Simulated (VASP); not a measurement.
ZrC, 2 atoms in the cell. Symmetry: R-3m, No. 166, trigonal system. The conventional cell has a = 3.274 Å, b = 3.274 Å, c = 8.386 Å, α = 90.00°, β = 90.00°, γ = 120.00°. Zr (site symmetry -3m) has 6 C at 2.35 Å within 3.1 Å. C (site symmetry -3m) has 6 Zr at 2.35 Å within 3.1 Å.  This cell differs from its parent crystal: equal xy, yz and zx shear strains of +3 %.

* Program: VASP 6.6.1
* Task: electric field gradients
* Functional: PBE
* Potentials or basis: VASP PAW PBE potentials, release 64 (Zr_sv, C)
* Cutoff: 520 eV
* k mesh: 15 × 15 × 15
* Occupations: fermi-dirac, width 0.05 eV
* Spin: no spin polarisation
* Dipole correction: no
* Further INCAR settings: ALGO = Normal; EDIFF = 1e-08; NBANDS = 15

Potentials or basis: VASP PAW PBE potentials, release 64 (Zr_sv, C).

Run with:

```sh
$ cat potpaw_PBE.64/Zr_sv/POTCAR potpaw_PBE.64/C/POTCAR > POTCAR
$ mpirun -np 1 vasp_std > vasp.out
```

Hardware: 1 thread of Intel(R) Xeon(R) Platinum 8259CL CPU @ 2.50GHz (Skylake/Cascade Lake), with other jobs on the host.

Q: Estimate the wall time of this run.

A: It took 3 min on 1 thread of Intel(R) Xeon(R) Platinum 8259CL CPU @ 2.50GHz (Skylake/Cascade Lake), on a shared host, peak memory 0.26 GiB. Counts: scf iterations 14, k points 344.
